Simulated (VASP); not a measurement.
Wanted: the native input for a VASP 6.6.1 run.

```yaml
Task: relaxation of cell and atoms
Functional: PBE
Potentials_or_basis: VASP PAW PBE potentials, release 64 (Al, N)
Cutoff: 600 eV
k_mesh: 12 × 12 × 6
Occupations: gaussian, width 0.02 eV
Spin: no spin polarisation
Dipole_correction: no
Further_INCAR_settings: ALGO = Normal; EDIFF = 1e-06; IBRION = 2; EDIFFG = -0.01; NSW = 100; ISIF = 3
```

The structure of AlN lies in POSCAR:

```
AlN
1.0
    2.8557847087      0.0000000000      0.0000000000
   -1.4278923543      2.4731821054      0.0000000000
    0.0000000000      0.0000000000      4.8826748182
Al N
2 2
Direct
    0.0000000000      0.0000000000      0.0000000000
    0.0000000000      0.0000000000      0.5000000000
    0.3333333333      0.6666666667      0.2500000000
    0.6666666667      0.3333333333      0.7500000000
```

One way to write it, as run:

INCAR

```
PREC = Accurate ; ENCUT = 600
EDIFF = 1E-6 ; ISMEAR = 0
SIGMA = 0.02 ; LREAL = F
LASPH = T ; NELM = 80
ALGO = Normal ; ISIF = 3
LWAVE = F ; LCHARG = F
GGA = PE ; IBRION = 2
NSW = 100 ; EDIFFG = -0.01
```

KPOINTS

```
regular mesh
0
Gamma
  12 12 6
```

Potentials or basis: VASP PAW PBE potentials, release 64 (Al, N).

The run is started by

```sh
$ cat potpaw_PBE.64/Al/POTCAR potpaw_PBE.64/N/POTCAR > POTCAR
$ mpirun -np 1 vasp_std > vasp.out
```

It gave:

```json
{"Relaxed volume": "8.61 Å³/atom", "Relaxed cell": "a = 2.854 Å, b = 2.854 Å, c = 4.880 Å, α = 90.00°, β = 90.00°, γ = 120.00°", "Space group after relaxing (to 0.05 Å)": "P6_3/mmc (No. 194)", "Energy gained by relaxing": "0.0 meV/atom", "Ionic steps": "3", "Pressure after relaxing": "0.0 GPa", "Band gap on the k mesh": "4.74 eV, indirect (least direct gap 4.85 eV)"}
```

Run time: 40 s on 1 thread of Intel Xeon 6975P-C, with other jobs on the host, peak memory 0.18 GiB.
